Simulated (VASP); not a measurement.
# PbS (R3m) in VASP: further runs, part 2 of 2

VASP 6.6.1. The steps go on from the part before.

## (3) Single point, r2SCAN50

The input, POSCAR:

```
PbS
1.0
    2.1005109573      1.2127305666      3.4301898177
   -2.1005109573      1.2127305666      3.4301898177
    0.0000000000     -2.4254611333      3.4301898176
Pb S
1 1
Direct
    0.9781436759      0.9781436759      0.9781436759
    0.4774576541      0.4774576541      0.4774576541
```

The input, INCAR.step1:

```
ALGO = Normal ; EDIFF = 1E-5
ENCUT = 520 ; GGA = PE
ISIF = 2 ; ISMEAR = 0
LASPH = True ; LCHARG = False
LREAL = False ; LWAVE = True
NBANDS = 17 ; NELM = 60
PREC = Accurate ; SIGMA = 0.01
```

The input, INCAR.step2:

```
AEXX = 0.5 ; ALGO = Normal
EDIFF = 1E-6 ; ENCUT = 520
ISIF = 2 ; ISMEAR = 0
ISTART = 1 ; LASPH = True
LCHARG = False ; LHFCALC = True
LMIXTAU = True ; LREAL = False
LWAVE = False ; METAGGA = R2SCAN
NBANDS = 17 ; NELM = 60
PREC = Accurate ; PRECFOCK = Normal
SIGMA = 0.01
```

The input, KPOINTS:

```
k-points
0
Gamma
  4 4 4
```

Potentials or basis: VASP PAW PBE potentials, release 64 (Pb_d, S).

Command:

```bash
cat potpaw_PBE.64/Pb_d/POTCAR potpaw_PBE.64/S/POTCAR > POTCAR
cp INCAR.step1 INCAR
mpirun -np 1 vasp_std > vasp.out
cp INCAR.step2 INCAR
mpirun -np 1 vasp_std > vasp.out
```

OUTCAR:

```text
AEXX = 0.5
   EDIFF = 1E-6
   ENCUT = 520
   ISIF = 2
   ISMEAR = 0
   ISTART = 1
   LASPH = True
   LHFCALC = True
   LREAL = False
   METAGGA = R2SCAN
   NELM = 60
   PREC = Accurate
   PRECFOCK = Normal

 ion  position               nearest neighbor table
   1  0.978  0.978  0.978-   2 2.97   2 2.97   2 2.97   2 2.97   2 2.97   2 2.97
   2  0.477  0.477  0.477-   1 2.97   1 2.97   1 2.97   1 2.97   1 2.97   1 2.97

  LATTYP: Found a trigonal (rhomboedric) cell.
 ALAT       =     4.2010788965
 COS(alpha) =     0.5000135635

  Lattice vectors:

 A1 = (   2.1005109573,   1.2127305666,   3.4301898177)
 A2 = (  -2.1005109573,   1.2127305666,   3.4301898177)
 A3 = (   0.0000000000,  -2.4254611333,   3.4301898176)

Analysis of symmetry for initial positions (statically):
=====================================================================
 Subroutine PRICEL returns:
 Original cell was already a primitive cell.

 Routine SETGRP: Setting up the symmetry group for a
 trigonal (rhombohedral) supercell.

[... 158 lines left out ...]
  free energy    TOTEN  =       -43.34197397 eV

  energy without entropy =      -43.34197397  energy(sigma->0) =      -43.34197397

 E-fermi :   4.5284     XC(G=0):  -5.7554

 val. band max:        4.4078662029   @ k =   0.5000   0.0000  -0.0000
 cond. band min:       7.1818786733   @ k =   0.5000   0.0000  -0.0000
 fundamental gap:      2.7740124704
 Fermi energy:         4.5284066089

 k-point     1 :       0.0000    0.0000    0.0000
  band No.  band energies     occupation
      1     -16.2493      2.00000
      2     -16.2493      2.00000
      3     -16.2375      2.00000
      4     -16.2375      2.00000
      5     -16.2375      2.00000
      6     -12.4959      2.00000
[... 237 lines left out ...]
      4     -16.2222      2.00000
      5     -16.1787      2.00000
      6     -10.5161      2.00000
[... 9 lines left out ...]
     16      20.1975      0.00000
     17      20.5423      0.00000

------------------------ aborting loop because EDIFF is reached ----------------------------------------

  FORCE on cell =-STRESS in cart. coord.  units (eV):
  Direction    XX          YY          ZZ          XY          YZ          ZX
  --------------------------------------------------------------------------------------
  -------------------------------------------------------------------------------------
  Total       -0.0550446     -0.0550446     -0.0550613      0.0000000     -0.0000000      0.0000000
  in kB       -1.6821566     -1.6821566     -1.6826670      0.0000000     -0.0000000      0.0000000
  external PRESSURE =      -1.6823267 kB  Pullay stress =       0.0000000 kB

 VOLUME and BASIS-vectors are now :
 -----------------------------------------------------------------------------
  energy-cutoff  :      520.00
  volume of cell :       52.43
      direct lattice vectors                 reciprocal lattice vectors
     2.100510957  1.212730567  3.430189818     0.238037321  0.137430911  0.097176352
    -2.100510957  1.212730567  3.430189818    -0.238037321  0.137430911  0.097176352
     0.000000000 -2.425461133  3.430189818     0.000000000 -0.274861822  0.097176352

 POSITION                                       TOTAL-FORCE (eV/Angst)
 -----------------------------------------------------------------------------------
      0.00000     -0.00000     10.06566         0.000000     -0.000000      0.004037
      0.00000     -0.00000      4.91331         0.000000      0.000000     -0.004037
 -----------------------------------------------------------------------------------
    total drift:                                0.000002      0.000002     -0.000028

  FREE ENERGIE OF THE ION-ELECTRON SYSTEM (eV)
  ---------------------------------------------------
  free  energy   TOTEN  =       -43.3419739688 eV

  energy  without entropy=      -43.3419739688  energy(sigma->0) =      -43.34197397
```

OUTCAR.step1:

```text
EDIFF = 1E-5
   ENCUT = 520
   GGA = PE
   ISIF = 2
   ISMEAR = 0
[... 468 lines left out ...]
 -----------------------------------------------------------------------------------
      0.00000     -0.00000     10.06566         0.000000     -0.000000      0.004953
      0.00000     -0.00000      4.91331         0.000000      0.000000     -0.004953
 -----------------------------------------------------------------------------------
    total drift:                               -0.000000     -0.000000      0.000096

  FREE ENERGIE OF THE ION-ELECTRON SYSTEM (eV)
  ---------------------------------------------------
  free  energy   TOTEN  =        -8.7454539650 eV

  energy  without entropy=       -8.7454539650  energy(sigma->0) =       -8.74545397
```

OSZICAR.step1:

```text
N       E                     dE             d eps       ncg     rms          rms(c)
DAV:   1     0.147092976365E+03    0.14709E+03   -0.91332E+03   442   0.125E+03
DAV:   2     0.254775769434E+01   -0.14455E+03   -0.13921E+03   451   0.303E+02
DAV:   3    -0.895261634918E+01   -0.11500E+02   -0.11428E+02   564   0.887E+01
DAV:   4    -0.922336196588E+01   -0.27075E+00   -0.27048E+00   570   0.151E+01
DAV:   5    -0.923372037941E+01   -0.10358E-01   -0.10358E-01   682   0.284E+00    0.453E+00
DAV:   6    -0.874190043855E+01    0.49182E+00   -0.14516E+00   680   0.799E+00    0.327E+00
DAV:   7    -0.874228136301E+01   -0.38092E-03   -0.13517E-01   537   0.182E+00    0.187E+00
DAV:   8    -0.874557244208E+01   -0.32911E-02   -0.14843E-02   501   0.132E+00    0.233E-01
DAV:   9    -0.874526743833E+01    0.30500E-03   -0.27716E-03   696   0.449E-01    0.883E-02
DAV:  10    -0.874544599101E+01   -0.17855E-03   -0.33274E-04   462   0.109E-01    0.491E-02
DAV:  11    -0.874545396501E+01   -0.79740E-05   -0.55815E-05   599   0.814E-02
   1 F= -.87454540E+01 E0= -.87454540E+01  d E =-.300832E-15
```

Wall time 12 min (1 thread of AMD EPYC 7R13 (Zen 3), shared host); peak memory 0.17 GiB.

Results:

| Property | Result |
| --- | --- |
| Free energy | -43.3420 eV |
| Pressure | -0.2 GPa |
| Largest force | 0.004 eV/Å |
| Band gap on the k mesh | 2.77 eV, direct |

Forces on the atoms (eV/Å):
```
Pb   0.000  0.000  0.004
S    0.000  0.000 -0.004
```

Levels at points of the mesh, in eV from the valence-band top:
| k point | band 7 | band 8 | band 9 | band 10 | band 11 | band 12 | band 13 | band 14 |
| --- | --- | --- | --- | --- | --- | --- | --- | --- |
| (0.00, 0.00, 0.00) | -6.93 | -2.98 | -2.98 | -2.98 | 8.46 | 8.46 | 8.46 | 9.77 |
| (0.50, 0.00, 0.00) | -10.70 | -2.53 | -2.53 | 0.00 | 2.77 | 4.54 | 4.54 | 11.88 |
| (0.50, 0.50, 0.50) | -10.70 | -2.53 | -2.53 | 0.00 | 2.77 | 4.54 | 4.54 | 11.88 |
| (0.50, 0.50, 0.00) | -8.42 | -6.62 | -4.49 | -4.49 | 6.44 | 9.00 | 9.09 | 9.09 |

Caveat: the k points lie up to 0.46 Å⁻¹ apart; the PAW data sets were made with another functional, which shifts forces and pressure a little; spin-orbit coupling is left out, which moves the levels of the heavy elements. A k mesh can miss the band edges.

## (4) Single point, r2SCAN

POSCAR is that of step 3.

The input, INCAR.step1:

```
SYSTEM = PbS
PREC = Accurate ; ENCUT = 520
ISMEAR = 0 ; SIGMA = 0.01
LREAL = .False. ; LASPH = .True.
NELM = 100 ; NBANDS = 17
GGA = PE ; ALGO = Normal
EDIFF = 1E-4 ; LWAVE = .True.
LCHARG = .False.
```

The input, INCAR.step2:

```
SYSTEM = PbS
PREC = Accurate ; ENCUT = 520
EDIFF = 1E-6 ; ISMEAR = 0
SIGMA = 0.01 ; LREAL = .False.
LASPH = .True. ; NELM = 100
ALGO = Normal ; ISIF = 2
LWAVE = .False. ; LCHARG = .True.
METAGGA = R2SCAN ; LMIXTAU = .True.
LELF = .True. ; LVHAR = .True.
NBANDS = 17 ; ISTART = 1
```

The input, KPOINTS:

```
Automatic mesh
0
Gamma
  3 3 3
  0 0 0
```

Potentials or basis: VASP PAW PBE potentials, release 64 (Pb_d, S).

Command:

```bash
cat potpaw_PBE.64/Pb_d/POTCAR potpaw_PBE.64/S/POTCAR > POTCAR
cp INCAR.step1 INCAR
mpirun -np 1 vasp_std > vasp.out
cp INCAR.step2 INCAR
mpirun -np 1 vasp_std > vasp.out
```

OUTCAR:

```text
SYSTEM = PbS
   PREC = Accurate
   ENCUT = 520
   EDIFF = 1E-6
   ISMEAR = 0
   LREAL = .False.
   LASPH = .True.
   NELM = 100
   ISIF = 2
   METAGGA = R2SCAN
   ISTART = 1

 ion  position               nearest neighbor table
   1  0.978  0.978  0.978-   2 2.97   2 2.97   2 2.97   2 2.97   2 2.97   2 2.97
   2  0.477  0.477  0.477-   1 2.97   1 2.97   1 2.97   1 2.97   1 2.97   1 2.97

  LATTYP: Found a trigonal (rhomboedric) cell.
 ALAT       =     4.2010788965
 COS(alpha) =     0.5000135635

  Lattice vectors:

 A1 = (   2.1005109573,   1.2127305666,   3.4301898177)
 A2 = (  -2.1005109573,   1.2127305666,   3.4301898177)
 A3 = (   0.0000000000,  -2.4254611333,   3.4301898176)

Analysis of symmetry for initial positions (statically):
=====================================================================
 Subroutine PRICEL returns:
 Original cell was already a primitive cell.

 Routine SETGRP: Setting up the symmetry group for a
 trigonal (rhombohedral) supercell.

 Subroutine GETGRP returns: Found  6 space group operations
 (whereof  6 operations were pure point group operations)
 out of a pool of 12 trial point group operations.
[... 141 lines left out ...]

  energy without entropy =      -65.70776037  energy(sigma->0) =      -65.70776037

 E-fermi :   4.9594     XC(G=0): -10.2483

 val. band max:        4.9022787475   @ k =   0.3333  -0.0000   0.0000
 cond. band min:       7.3363574653   @ k =   0.3333  -0.0000   0.0000
 fundamental gap:      2.4340787177
 Fermi energy:         4.9593844381

 k-point     1 :       0.0000    0.0000    0.0000
  band No.  band energies     occupation
      1     -11.8278      2.00000
      2     -11.8278      2.00000
      3     -11.8278      2.00000
      4     -11.8136      2.00000
      5     -11.8136      2.00000
      6      -8.5683      2.00000
[... 97 lines left out ...]
      4     -11.7951      2.00000
      5     -11.7818      2.00000
      6      -6.9760      2.00000
[... 9 lines left out ...]
     16      16.2843      0.00000
     17      18.1452      0.00000

------------------------ aborting loop because EDIFF is reached ----------------------------------------

  FORCE on cell =-STRESS in cart. coord.  units (eV):
  Direction    XX          YY          ZZ          XY          YZ          ZX
  --------------------------------------------------------------------------------------
  -------------------------------------------------------------------------------------
  Total        0.0332495      0.0332495      0.0335152      0.0000000      0.0000000      0.0000000
  in kB        1.0161012      1.0161012      1.0242222      0.0000000      0.0000000      0.0000000
  external PRESSURE =       1.0188082 kB  Pullay stress =       0.0000000 kB

 VOLUME and BASIS-vectors are now :
 -----------------------------------------------------------------------------
  energy-cutoff  :      520.00
  volume of cell :       52.43
      direct lattice vectors                 reciprocal lattice vectors
     2.100510957  1.212730567  3.430189818     0.238037321  0.137430911  0.097176352
    -2.100510957  1.212730567  3.430189818    -0.238037321  0.137430911  0.097176352
     0.000000000 -2.425461133  3.430189818     0.000000000 -0.274861822  0.097176352

 POSITION                                       TOTAL-FORCE (eV/Angst)
 -----------------------------------------------------------------------------------
      0.00000     -0.00000     10.06566         0.000000      0.000000     -0.000550
      0.00000     -0.00000      4.91331         0.000000     -0.000000      0.000550
 -----------------------------------------------------------------------------------
    total drift:                               -0.000000     -0.000000      0.000090

  FREE ENERGIE OF THE ION-ELECTRON SYSTEM (eV)
  ---------------------------------------------------
  free  energy   TOTEN  =       -65.7077603664 eV

  energy  without entropy=      -65.7077603664  energy(sigma->0) =      -65.70776037
```

OSZICAR.step1:

```text
N       E                     dE             d eps       ncg     rms          rms(c)
DAV:   1     0.153132960877E+03    0.15313E+03   -0.92397E+03   204   0.127E+03
DAV:   2     0.261538949839E+01   -0.15052E+03   -0.14446E+03   220   0.304E+02
DAV:   3    -0.904072567078E+01   -0.11656E+02   -0.11593E+02   251   0.889E+01
DAV:   4    -0.932667319640E+01   -0.28595E+00   -0.28537E+00   263   0.150E+01
DAV:   5    -0.933651976471E+01   -0.98466E-02   -0.98453E-02   287   0.288E+00    0.519E+00
DAV:   6    -0.887022869767E+01    0.46629E+00   -0.13876E+00   328   0.791E+00    0.371E+00
DAV:   7    -0.887011653426E+01    0.11216E-03   -0.12994E-01   229   0.182E+00    0.205E+00
DAV:   8    -0.887259746225E+01   -0.24809E-02   -0.13610E-02   215   0.115E+00    0.216E-01
DAV:   9    -0.887242357821E+01    0.17388E-03   -0.31917E-03   300   0.437E-01    0.609E-02
DAV:  10    -0.887250278042E+01   -0.79202E-04   -0.46173E-04   239   0.152E-01
   1 F= -.88725028E+01 E0= -.88725028E+01  d E =-.758727E-16
```

Run time: 17 s. Hardware: 1 thread of AMD EPYC 9R45 (Zen 5), shared host; peak memory 0.15 GiB.

Results:

```yaml
Free_energy: -65.7078 eV
Pressure: 0.1 GPa
```

Caveat: the k points lie up to 0.61 Å⁻¹ apart; this odd mesh misses L, where the gap lies, so gap, dielectric constants and Born charges aren't listed; the PAW data sets were made with another functional, which shifts forces and pressure a little; spin-orbit coupling is left out, which moves the levels of the heavy elements.

## (5) Single point, r2SCAN

POSCAR is that of step 4.

The input, INCAR.step1:

```
  ALGO = Normal
  EDIFF = 1E-4
  ENCUT = 520
  GGA = PE
  ISMEAR = 0
  LASPH = T
  LCHARG = F
  LREAL = F
  LWAVE = T
  NBANDS = 17
  NELM = 60
  PREC = Accurate
  SIGMA = 0.01
```

The input, INCAR.step2:

```
  ALGO = Normal
  EDIFF = 1E-6
  ENCUT = 520
  ISIF = 2
  ISMEAR = 0
  ISTART = 1
  LASPH = T
  LCHARG = F
  LMIXTAU = T
  LREAL = F
  LWAVE = F
  METAGGA = R2SCAN
  NBANDS = 17
  NELM = 60
  PREC = Accurate
  SIGMA = 0.01
```

The input, KPOINTS:

```
k-points
0
Gamma
  6 6 6
```

Command:

```bash
cat potpaw_PBE.64/Pb_d/POTCAR potpaw_PBE.64/S/POTCAR > POTCAR
cp INCAR.step1 INCAR
mpirun -np 1 vasp_std > vasp.out
cp INCAR.step2 INCAR
mpirun -np 1 vasp_std > vasp.out
```

Wall time 60 s (1 thread of AMD EPYC 9R45 (Zen 5), shared host); peak memory 0.17 GiB.

It converged, with:

```yaml
Free_energy: -65.6103 eV
Pressure: 1.0 GPa
Band_gap_on_the_k_mesh: 0.64 eV, direct
```

Levels at points of the mesh, in eV from the valence-band top:
| k point | band 7 | band 8 | band 9 | band 10 | band 11 | band 12 | band 13 | band 14 |
| --- | --- | --- | --- | --- | --- | --- | --- | --- |
| (0.00, 0.00, 0.00) | -6.11 | -2.31 | -2.31 | -2.31 | 5.54 | 5.54 | 5.54 | 7.15 |
| (0.50, 0.00, 0.00) | -9.08 | -1.91 | -1.91 | 0.00 | 0.64 | 2.19 | 2.19 | 9.16 |
| (0.50, 0.50, 0.50) | -9.08 | -1.91 | -1.91 | 0.00 | 0.64 | 2.19 | 2.19 | 9.16 |
| (0.50, 0.50, 0.00) | -7.36 | -5.34 | -3.58 | -3.58 | 4.17 | 5.99 | 6.07 | 6.07 |

Caveat: the PAW data sets were made with another functional, which shifts forces and pressure a little; spin-orbit coupling is left out, which moves the levels of the heavy elements.

## (6) Overview

```csv
level,k mesh,grid for exact exchange (PRECFOCK),share of exact exchange,screening parameter,gap on the mesh (eV),pressure (GPa)
PBE-based screened hybrid,4 × 4 × 4,Normal,0.3,0.1 1/Å,1.26,0.4
r2SCAN50,4 × 4 × 4,Normal,-,-,2.77,-0.2
r2SCAN,3 × 3 × 3,-,-,-,-,0.1
r2SCAN,6 × 6 × 6,-,-,-,0.64,1.0
```

Alike in all rows: task single point; potentials or basis VASP PAW PBE potentials, release 64 (Pb_d, S); no spin polarisation; cell as given; cutoff (eV) 520; smearing gaussian 0.01 eV.

Caveats: some runs use coarse meshes; the PAW data sets were made with another functional, which shifts forces and pressure a little; spin-orbit coupling is left out, which moves the levels of the heavy elements.

Absolute energies hang on the potentials; compare differences alone.
